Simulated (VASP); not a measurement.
MoS2, 3 atoms in the cell. Symmetry: R3m, No. 160, trigonal system. Conventional cell: a = 3.163 Å, b = 3.163 Å, c = 18.370 Å, α = 90.00°, β = 90.00°, γ = 120.00°. Mo (site symmetry 3m) has 6 S at 2.36 Å and 6 Mo at 3.16 Å within 3.2 Å. Within 3.2 Å of S (site symmetry 3m) lie 3 Mo at 2.36 Å and 7 S at 3.00 to 3.16 Å. Within 3.2 Å of S (site symmetry 3m) lie 3 Mo at 2.36 Å and 7 S at 3.00 to 3.16 Å. 

```yaml
Program: VASP 6.6.1
Task: single point
Functional: LDA
Potentials_or_basis: VASP PAW LDA potentials, release 64 (Mo_sv, S)
Cutoff: 520 eV
k_mesh: 7 × 7 × 7
Occupations: gaussian, width 0.05 eV
Spin: collinear spin
Starting_moments: "[2.0, 0.0, 0.0] μB"
Hubbard_terms: Mo d U = 4.0 eV
Dipole_correction: no
Further_INCAR_settings: ALGO = Normal; EDIFF = 1e-06; NBANDS = 24
```

Potentials or basis: VASP PAW LDA potentials, release 64 (Mo_sv, S).

Run with:

```bash
$ cat potpaw_LDA.64/Mo_sv/POTCAR potpaw_LDA.64/S/POTCAR > POTCAR
$ mpirun -np 1 vasp_std > vasp.out
```

Hardware: 1 thread of Intel Xeon 8259CL, with other jobs on the host.

Estimate the wall time of this run.

It took 6.3 min on 1 thread of Intel Xeon 8259CL, on a shared host, peak memory 0.31 GiB. Counts: scf iterations 14, k points 44.
